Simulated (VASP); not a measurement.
BN (rocksalt type): single point with LDA

Crystal: BN (rocksalt type).

```xyz
2
Lattice="0.0000 1.5503 1.5503 1.5503 0.0000 1.5503 1.5503 1.5503 0.0000" Properties=species:S:1:pos:R:3 pbc="T T T"
B     0.0000    0.0000    0.0000
N     1.5503    1.5503    1.5503
```

This cell differs from its parent crystal: volume scaled by 0.72.

```json
{
  "Program": "VASP 6.6.1",
  "Task": "single point",
  "Functional": "LDA",
  "Potentials or basis": "VASP PAW LDA potentials, release 64 (B, N)",
  "Cutoff": "520 eV",
  "k mesh": "15 × 15 × 15",
  "Occupations": "fermi-dirac, width 0.05 eV",
  "Spin": "no spin polarisation",
  "Dipole correction": "no",
  "Further INCAR settings": "ALGO = Normal; EDIFF = 1e-06; NBANDS = 11"
}
```

| Item | Value |
| --- | --- |
| Pressure | 255.3 GPa |
| Band gap on the k mesh | 4.56 eV, indirect (least direct gap 7.08 eV) |

Levels at points of the mesh, in eV from the valence-band top:
| k point | band 2 | band 3 | band 4 | band 5 | band 6 | band 7 |
| --- | --- | --- | --- | --- | --- | --- |
| (0.00, 0.00, 0.00) | -1.16 | -1.16 | -1.16 | 15.88 | 15.88 | 15.88 |

Run time: 7.8 s on 1 thread of Intel Xeon 8259CL, with other jobs on the host, peak memory 0.11 GiB.

 A k mesh can miss the band edges.
